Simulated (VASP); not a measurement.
# PbI2 (P-3m1) in VASP: further runs, part 2 of 2

VASP 6.6.1. Earlier steps stand in the parts before.

### Step 4. Single point, PBE

This run uses another cell than the first one, of 48.59 Å³/atom.

File INCAR:

```
SYSTEM = PbI2
PREC = Accurate ; ENCUT = 500
EDIFF = 1E-6 ; ISMEAR = 0
SIGMA = 0.02 ; LREAL = .False.
LASPH = .True. ; NELM = 120
ALGO = Normal ; ISIF = 2
LWAVE = .False. ; LCHARG = .False.
GGA = PE ; NBANDS = 21
GGA_COMPAT = .False.
```

File KPOINTS:

```
Automatic mesh
0
Gamma
  6 6 4
  0 0 0
```

File POSCAR:

```
PbI2
1.0
    4.6785475797      0.0000000000      0.0000000000
   -2.3392737899      4.0517410568      0.0000000000
    0.0000000000      0.0000000000      7.6903754617
Pb I
1 2
Direct
    0.0000000000      0.0000000000      0.0000000000
    0.3333333333      0.6666666667      0.2412822959
    0.6666666667      0.3333333333      0.7587177041
```

Potentials or basis: VASP PAW PBE potentials, release 64 (Pb_d, I).

On the command line:

```console
cat potpaw_PBE.64/Pb_d/POTCAR potpaw_PBE.64/I/POTCAR > POTCAR
mpirun -np 1 vasp_std > vasp.out
```

OUTCAR:

```text
SYSTEM = PbI2
   PREC = Accurate
   ENCUT = 500
   EDIFF = 1E-6
   ISMEAR = 0
   LREAL = .False.
   LASPH = .True.
   NELM = 120
   ISIF = 2
   GGA = PE

 ion  position               nearest neighbor table
   1  0.000  0.000  0.000-   2 3.28   3 3.28   2 3.28   3 3.28   3 3.28   2 3.28
   2  0.333  0.667  0.241-   1 3.28   1 3.28   1 3.28
   3  0.667  0.333  0.759-   1 3.28   1 3.28   1 3.28

  LATTYP: Found a hexagonal cell.
 ALAT       =     4.6785475797
 C/A-ratio  =     1.6437527525

  Lattice vectors:

 A1 = (   4.6785475797,   0.0000000000,   0.0000000000)
 A2 = (  -2.3392737899,   4.0517410568,   0.0000000000)
 A3 = (   0.0000000000,   0.0000000000,   7.6903754617)

Analysis of symmetry for initial positions (statically):
=====================================================================
 Subroutine PRICEL returns:
 Original cell was already a primitive cell.

 Routine SETGRP: Setting up the symmetry group for a
 hexagonal supercell.

 Subroutine GETGRP returns: Found 12 space group operations
 (whereof 12 operations were pure point group operations)
 out of a pool of 24 trial point group operations.

[... 161 lines left out ...]

  energy without entropy =       -8.62112685  energy(sigma->0) =       -8.62112685

 E-fermi :   1.2432     XC(G=0):  -7.4071

 val. band max:        1.1378718342   @ k =   0.1667   0.0000   0.2500
 cond. band min:       3.5596248435   @ k =   0.0000   0.0000   0.5000
 fundamental gap:      2.4217530093
 Fermi energy:         1.2431509048

 k-point     1 :       0.0000    0.0000    0.0000
  band No.  band energies     occupation
      1     -14.7758      2.00000
      2     -14.7758      2.00000
      3     -14.7709      2.00000
      4     -14.7621      2.00000
      5     -14.7621      2.00000
      6     -10.4909      2.00000
[... 565 lines left out ...]
     20       8.9181      0.00000
     21       9.1345      0.00000

------------------------ aborting loop because EDIFF is reached ----------------------------------------

  FORCE on cell =-STRESS in cart. coord.  units (eV):
  Direction    XX          YY          ZZ          XY          YZ          ZX
  --------------------------------------------------------------------------------------
  -------------------------------------------------------------------------------------
  Total       -0.0124280     -0.0124280      0.0245200      0.0000000      0.0000000      0.0000000
  in kB       -0.1365882     -0.1365882      0.2694826      0.0000000      0.0000000      0.0000000
  external PRESSURE =      -0.0012312 kB  Pullay stress =       0.0000000 kB

 VOLUME and BASIS-vectors are now :
 -----------------------------------------------------------------------------
  energy-cutoff  :      500.00
  volume of cell :      145.78
      direct lattice vectors                 reciprocal lattice vectors
     4.678547580  0.000000000  0.000000000     0.213741548  0.123403740  0.000000000
    -2.339273790  4.051741057  0.000000000     0.000000000  0.246807480  0.000000000
     0.000000000  0.000000000  7.690375462     0.000000000  0.000000000  0.130032663

 POSITION                                       TOTAL-FORCE (eV/Angst)
 -----------------------------------------------------------------------------------
      0.00000      0.00000      0.00000        -0.000000      0.000000      0.000000
     -0.00000      2.70116      1.85555         0.000000      0.000000     -0.000464
      2.33927      1.35058      5.83482        -0.000000      0.000000      0.000464
 -----------------------------------------------------------------------------------
    total drift:                                0.000000     -0.000000     -0.000000

  FREE ENERGIE OF THE ION-ELECTRON SYSTEM (eV)
  ---------------------------------------------------
  free  energy   TOTEN  =        -8.6211268475 eV

  energy  without entropy=       -8.6211268475  energy(sigma->0) =       -8.62112685
```

stdout:

```text
POSCAR found type information on POSCAR PbI
 POSCAR found :  2 types and       3 ions
 scaLAPACK will be used
 LDA part: xc-table for (Slater+PW92), standard interpolation
 POSCAR, INCAR and KPOINTS ok, starting setup
 FFT: planning ... GRIDC
 FFT: planning ... GRID_SOFT
 FFT: planning ... GRID
 WAVECAR not read
 entering main loop
```

Run time: 28 s. Hardware: 1 thread of Intel Xeon 6975P-C (Granite Rapids), shared host; peak memory 0.28 GiB.

What came out:

- Free energy: -8.6211 eV
- Pressure: 0.0 GPa
- Band gap on the k mesh: 2.42 eV (least direct gap 2.51 eV)

Caveat: spin-orbit coupling is left out, which moves the levels of the heavy elements; this functional lacks dispersion, which binds layers or chains, so the pressure and a relaxed spacing across them are unreliable. A k mesh can miss the band edges.

### Step 5. Single point, PBE (50.05 Å³/atom)

This run uses another cell than the first one, of 50.05 Å³/atom.

File INCAR:

```
PREC     = Accurate       # precision mode
ENCUT    = 500            # plane-wave cutoff, eV
EDIFF    = 1E-6           # SCF threshold, eV
ISMEAR   = 0              # smearing method
SIGMA    = 0.02           # smearing width, eV
LREAL    = False          # projectors in reciprocal space
LASPH    = True           # aspherical terms in the spheres
NELM     = 120            # most SCF steps
ALGO     = Normal         # electronic algorithm
ISIF     = 2              # what is computed and relaxed
LWAVE    = False          # write WAVECAR
LCHARG   = True           # write CHGCAR
GGA      = PE             # functional
LELF     = True           # ELF
LVHAR    = True         
NBANDS   = 21             # bands
GGA_COMPAT= False
```

File KPOINTS:

```
regular mesh
0
Gamma
  6 6 4
```

File POSCAR:

```
PbI2
1.0
    4.6771515784      0.0000000000      0.0000000000
   -2.3385757892      4.0505320842      0.0000000000
    0.0000000000      0.0000000000      7.9258158848
Pb I
1 2
Direct
    0.0000000000      0.0000000000      0.0000000000
    0.3333333333      0.6666666667      0.2345069040
    0.6666666667      0.3333333333      0.7654930960
```

Potentials or basis: VASP PAW PBE potentials, release 64 (Pb_d, I).

On the command line:

```console
cat potpaw_PBE.64/Pb_d/POTCAR potpaw_PBE.64/I/POTCAR > POTCAR
mpirun -np 1 vasp_std > vasp.out
```

OUTCAR:

```text
PREC = Accurate
   ENCUT = 500
   EDIFF = 1E-6
   ISMEAR = 0
   LREAL = False
   LASPH = True
   NELM = 120
   ISIF = 2
   GGA = PE

 ion  position               nearest neighbor table
   1  0.000  0.000  0.000-   2 3.28   3 3.28   2 3.28   3 3.28   3 3.28   2 3.28
   2  0.333  0.667  0.235-   1 3.28   1 3.28   1 3.28
   3  0.667  0.333  0.765-   1 3.28   1 3.28   1 3.28

  LATTYP: Found a hexagonal cell.
 ALAT       =     4.6771515784
 C/A-ratio  =     1.6945817881

  Lattice vectors:

 A1 = (   4.6771515784,   0.0000000000,   0.0000000000)
 A2 = (  -2.3385757892,   4.0505320842,   0.0000000000)
 A3 = (   0.0000000000,   0.0000000000,   7.9258158848)

Analysis of symmetry for initial positions (statically):
=====================================================================
 Subroutine PRICEL returns:
 Original cell was already a primitive cell.

 Routine SETGRP: Setting up the symmetry group for a
 hexagonal supercell.

 Subroutine GETGRP returns: Found 12 space group operations
[... 162 lines left out ...]
  ---------------------------------------------------
  free energy    TOTEN  =        -8.62161085 eV

  energy without entropy =       -8.62161085  energy(sigma->0) =       -8.62161085

 E-fermi :   1.0257     XC(G=0):  -7.2582

 val. band max:        0.9006508864   @ k =   0.1667  -0.0000   0.2500
 cond. band min:       3.3489364491   @ k =   0.0000   0.0000   0.5000
 fundamental gap:      2.4482855628
 Fermi energy:         1.0257343525

 k-point     1 :       0.0000    0.0000    0.0000
  band No.  band energies     occupation
      1     -14.9997      2.00000
      2     -14.9997      2.00000
      3     -14.9945      2.00000
      4     -14.9861      2.00000
      5     -14.9861      2.00000
      6     -10.7001      2.00000
[... 565 lines left out ...]
     20       8.6725      0.00000
     21       8.8194      0.00000

------------------------ aborting loop because EDIFF is reached ----------------------------------------

  FORCE on cell =-STRESS in cart. coord.  units (eV):
  Direction    XX          YY          ZZ          XY          YZ          ZX
  --------------------------------------------------------------------------------------
  -------------------------------------------------------------------------------------
  Total       -0.0364312     -0.0364312     -0.0377352      0.0000000      0.0000000      0.0000000
  in kB       -0.3887292     -0.3887292     -0.4026424      0.0000000      0.0000000      0.0000000
  external PRESSURE =      -0.3933669 kB  Pullay stress =       0.0000000 kB

 VOLUME and BASIS-vectors are now :
 -----------------------------------------------------------------------------
  energy-cutoff  :      500.00
  volume of cell :      150.15
      direct lattice vectors                 reciprocal lattice vectors
     4.677151578  0.000000000  0.000000000     0.213805344  0.123440573  0.000000000
    -2.338575789  4.050532084  0.000000000     0.000000000  0.246881145  0.000000000
     0.000000000  0.000000000  7.925815885     0.000000000  0.000000000  0.126169976

 POSITION                                       TOTAL-FORCE (eV/Angst)
 -----------------------------------------------------------------------------------
      0.00000      0.00000      0.00000         0.000000      0.000000      0.000000
     -0.00000      2.70035      1.85866         0.000000     -0.000000     -0.002216
      2.33858      1.35018      6.06716        -0.000000      0.000000      0.002216
 -----------------------------------------------------------------------------------
    total drift:                                0.000000      0.000000     -0.000000

  FREE ENERGIE OF THE ION-ELECTRON SYSTEM (eV)
  ---------------------------------------------------
  free  energy   TOTEN  =        -8.6216108472 eV

  energy  without entropy=       -8.6216108472  energy(sigma->0) =       -8.62161085
```

It took 32 s on 1 thread of Intel Xeon 6975P-C (Granite Rapids), shared host; peak memory 0.29 GiB.

Results:

| Quantity | Value |
| --- | --- |
| Free energy | -8.6216 eV |
| Pressure | 0.0 GPa |
| Band gap on the k mesh | 2.45 eV (least direct gap 2.58 eV) |

Forces in eV/Å, atoms in the order of the input:
```
Pb   0.000  0.000  0.000
I    0.000  0.000 -0.002
I    0.000  0.000  0.002
```

Caveat: spin-orbit coupling is left out, which moves the levels of the heavy elements; this functional lacks dispersion, which binds layers or chains, so the pressure and a relaxed spacing across them are unreliable. A k mesh can miss the band edges.

### Step 6. Single point, PBE (51.51 Å³/atom)

This run uses another cell than the first one, of 51.51 Å³/atom.

File INCAR:

```
PREC = Accurate
ENCUT = 500
EDIFF = 1E-6
ISMEAR = 0
SIGMA = 0.02
LREAL = False
LASPH = True
NELM = 120
ALGO = Normal
ISIF = 2
LWAVE = False
LCHARG = False
GGA = PE
NBANDS = 21
GGA_COMPAT = False
```

KPOINTS is that of step 5.

File POSCAR:

```
PbI2
1.0
    4.6803012937      0.0000000000      0.0000000000
   -2.3401506469      4.0532598177      0.0000000000
    0.0000000000      0.0000000000      8.1456901586
Pb I
1 2
Direct
    0.0000000000      0.0000000000      0.0000000000
    0.3333333333      0.6666666667      0.2280452429
    0.6666666667      0.3333333333      0.7719547571
```

Potentials or basis: VASP PAW PBE potentials, release 64 (Pb_d, I).

On the command line:

```console
cat potpaw_PBE.64/Pb_d/POTCAR potpaw_PBE.64/I/POTCAR > POTCAR
mpirun -np 1 vasp_std > vasp.out
```

OUTCAR:

```text
PREC = Accurate
   ENCUT = 500
   EDIFF = 1E-6
   ISMEAR = 0
   LREAL = False
   LASPH = True
   NELM = 120
   ISIF = 2
   GGA = PE

 ion  position               nearest neighbor table
   1  0.000  0.000  0.000-   2 3.28   3 3.28   3 3.28   2 3.28   3 3.28   2 3.28
   2  0.333  0.667  0.228-   1 3.28   1 3.28   1 3.28
   3  0.667  0.333  0.772-   1 3.28   1 3.28   1 3.28

  LATTYP: Found a hexagonal cell.
 ALAT       =     4.6803012937
 C/A-ratio  =     1.7404200387

  Lattice vectors:
[... 765 lines left out ...]

  FORCE on cell =-STRESS in cart. coord.  units (eV):
  Direction    XX          YY          ZZ          XY          YZ          ZX
  --------------------------------------------------------------------------------------
  -------------------------------------------------------------------------------------
  Total       -0.0623618     -0.0623618     -0.0640202      0.0000000      0.0000000      0.0000000
  in kB       -0.6465815     -0.6465815     -0.6637760      0.0000000      0.0000000      0.0000000
  external PRESSURE =      -0.6523130 kB  Pullay stress =       0.0000000 kB

 VOLUME and BASIS-vectors are now :
 -----------------------------------------------------------------------------
  energy-cutoff  :      500.00
  volume of cell :      154.53
      direct lattice vectors                 reciprocal lattice vectors
     4.680301294  0.000000000  0.000000000     0.213661458  0.123357501  0.000000000
    -2.340150647  4.053259818  0.000000000     0.000000000  0.246715001  0.000000000
     0.000000000  0.000000000  8.145690159     0.000000000  0.000000000  0.122764306

 POSITION                                       TOTAL-FORCE (eV/Angst)
 -----------------------------------------------------------------------------------
      0.00000      0.00000      0.00000        -0.000000      0.000000      0.000000
     -0.00000      2.70217      1.85759        -0.000000      0.000000     -0.001150
      2.34015      1.35109      6.28810         0.000000     -0.000000      0.001150
 -----------------------------------------------------------------------------------
    total drift:                                0.000000      0.000000      0.000000

  FREE ENERGIE OF THE ION-ELECTRON SYSTEM (eV)
  ---------------------------------------------------
  free  energy   TOTEN  =        -8.6208540554 eV

  energy  without entropy=       -8.6208540554  energy(sigma->0) =       -8.62085406
```

OSZICAR:

```text
N       E                     dE             d eps       ncg     rms          rms(c)
DAV:   1     0.226798913519E+03    0.22680E+03   -0.11294E+04  1016   0.109E+03
DAV:   2     0.111378342067E+02   -0.21566E+03   -0.20725E+03  1188   0.275E+02
DAV:   3    -0.811530785668E+01   -0.19253E+02   -0.19119E+02  1281   0.918E+01
DAV:   4    -0.883528471538E+01   -0.71998E+00   -0.71957E+00  1395   0.236E+01
DAV:   5    -0.885298372090E+01   -0.17699E-01   -0.17698E-01  1328   0.283E+00    0.311E+00
DAV:   6    -0.862555528020E+01    0.22743E+00   -0.53647E-01  1324   0.449E+00    0.211E+00
DAV:   7    -0.861762402969E+01    0.79313E-02   -0.20834E-01  1311   0.204E+00    0.110E+00
DAV:   8    -0.862067460784E+01   -0.30506E-02   -0.25306E-02  1128   0.134E+00    0.214E-01
DAV:   9    -0.862065758355E+01    0.17024E-04   -0.37769E-03  1233   0.437E-01    0.912E-02
DAV:  10    -0.862081745405E+01   -0.15987E-03   -0.46804E-04  1123   0.151E-01    0.317E-02
DAV:  11    -0.862085508705E+01   -0.37633E-04   -0.85591E-05  1243   0.495E-02    0.151E-02
DAV:  12    -0.862085371547E+01    0.13716E-05   -0.13710E-05  1270   0.194E-02    0.658E-03
DAV:  13    -0.862085405539E+01   -0.33992E-06   -0.19733E-06  1083   0.687E-03
   1 F= -.86208541E+01 E0= -.86208541E+01  d E =-.269869E-29
```

stdout:

```text
POSCAR found type information on POSCAR PbI
 POSCAR found :  2 types and       3 ions
 scaLAPACK will be used
 LDA part: xc-table for (Slater+PW92), standard interpolation
 POSCAR, INCAR and KPOINTS ok, starting setup
 FFT: planning ... GRIDC
 FFT: planning ... GRID_SOFT
 FFT: planning ... GRID
 WAVECAR not read
 entering main loop
```

Wall time 31 s (1 thread of Intel Xeon 6975P-C (Granite Rapids), shared host); peak memory 0.28 GiB.

What came out:

| Item | Value |
| --- | --- |
| Free energy | -8.6209 eV |
| Pressure | -0.1 GPa |
| Band gap on the k mesh | 2.46 eV (least direct gap 2.63 eV) |

Levels at points of the mesh, in eV from the valence-band top:
```
           k point  band 12  band 13  band 14  band 15  band 16  band 17
(0.00, 0.00, 0.00)    -0.56    -0.51    -0.51     2.56     3.47     3.47
(0.50, 0.00, 0.00)    -0.77    -0.55    -0.39     3.22     4.06     4.57
(0.00, 0.00, 0.50)    -0.49    -0.49    -0.17     2.46     3.44     3.44
(0.50, 0.00, 0.50)    -0.68    -0.60    -0.54     3.39     4.16     4.18
```

Caveat: spin-orbit coupling is left out, which moves the levels of the heavy elements; this functional lacks dispersion, which binds layers or chains, so the pressure and a relaxed spacing across them are unreliable. A k mesh can miss the band edges.

### Step 7. The runs side by side

```tsv
cell	gap on the mesh (eV)	pressure (GPa)
a = 4.642, b = 4.642, c = 7.577 Å, angles 90.0, 90.0, 120.0°, 3 atoms, atomic positions A	2.42	0.2
a = 4.679, b = 4.679, c = 7.690 Å, angles 90.0, 90.0, 120.0°, 3 atoms, atomic positions B	2.42	0.0
a = 4.677, b = 4.677, c = 7.926 Å, angles 90.0, 90.0, 120.0°, 3 atoms, atomic positions C	2.45	0.0
a = 4.680, b = 4.680, c = 8.146 Å, angles 90.0, 90.0, 120.0°, 3 atoms, atomic positions D	2.46	-0.1
```

Alike in all rows: task single point; level PBE; potentials or basis VASP PAW PBE potentials, release 64 (Pb_d, I); no spin polarisation; k mesh 6 × 6 × 4; cutoff (eV) 500; smearing gaussian 0.02 eV.

Caveats: spin-orbit coupling is left out, which moves the levels of the heavy elements; this functional lacks dispersion, which binds layers or chains, so the pressure and a relaxed spacing across them are unreliable.

Total energies depend on the potentials used, so only differences within one code and one set of settings carry meaning.
